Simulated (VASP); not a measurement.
Here is a VASP 6.6.1 calculation.

Contents of POSCAR:

```
CsI
1.0
    4.6081404514      0.0000000000      0.0000000000
    0.0000000000      4.6081404514      0.0000000000
    0.0000000000      0.0000000000      4.6081404514
Cs I
1 1
Direct
    0.0000000000      0.0000000000      0.0000000000
    0.5000000000      0.5000000000      0.5000000000
```

INCAR.step1

```
PREC     = Accurate       # precision mode
ENCUT    = 550            # plane-wave cutoff, eV
ISMEAR   = 1              # smearing method
SIGMA    = 0.001          # smearing width, eV
LREAL    = False          # projectors in reciprocal space
LASPH    = True           # aspherical terms in the spheres
NELM     = 120            # most SCF steps
NBANDS   = 15             # bands
GGA      = PE             # functional
ALGO     = Normal         # electronic algorithm
EDIFF    = 1E-5           # SCF threshold, eV
LWAVE    = True           # write WAVECAR
LCHARG   = False          # write CHGCAR
GGA_COMPAT= False
```

INCAR.step2

```
PREC     = Accurate       # precision mode
ENCUT    = 550            # plane-wave cutoff, eV
EDIFF    = 1E-6           # SCF threshold, eV
ISMEAR   = 1              # smearing method
SIGMA    = 0.001          # smearing width, eV
LREAL    = False          # projectors in reciprocal space
LASPH    = True           # aspherical terms in the spheres
NELM     = 120            # most SCF steps
ALGO     = Normal         # electronic algorithm
ISIF     = 2              # what is computed and relaxed
LWAVE    = False          # write WAVECAR
LCHARG   = True           # write CHGCAR
METAGGA  = R2SCAN         # meta-GGA
LMIXTAU  = True         
LELF     = True           # ELF
LVHAR    = True         
NBANDS   = 15             # bands
ISTART   = 1            
GGA_COMPAT= False
```

Contents of KPOINTS:

```
Automatic mesh
0
Gamma
  4 4 4
```

Potentials or basis: VASP PAW PBE potentials, release 64 (Cs_sv, I).

Run with:

```sh
$ cat potpaw_PBE.64/Cs_sv/POTCAR potpaw_PBE.64/I/POTCAR > POTCAR
$ cp INCAR.step1 INCAR
$ mpirun -np 1 vasp_std > vasp.out
$ cp INCAR.step2 INCAR
$ mpirun -np 1 vasp_std > vasp.out
```

What does it give for the pressure?

0.1 GPa.

Estimate the band gap on the k mesh.

4.50 eV (least direct gap 4.59 eV).

Caveat: the PAW data sets were made with another functional, which shifts forces and pressure a little; spin-orbit coupling is left out, which moves the levels of the heavy elements. A k mesh can miss the band edges.
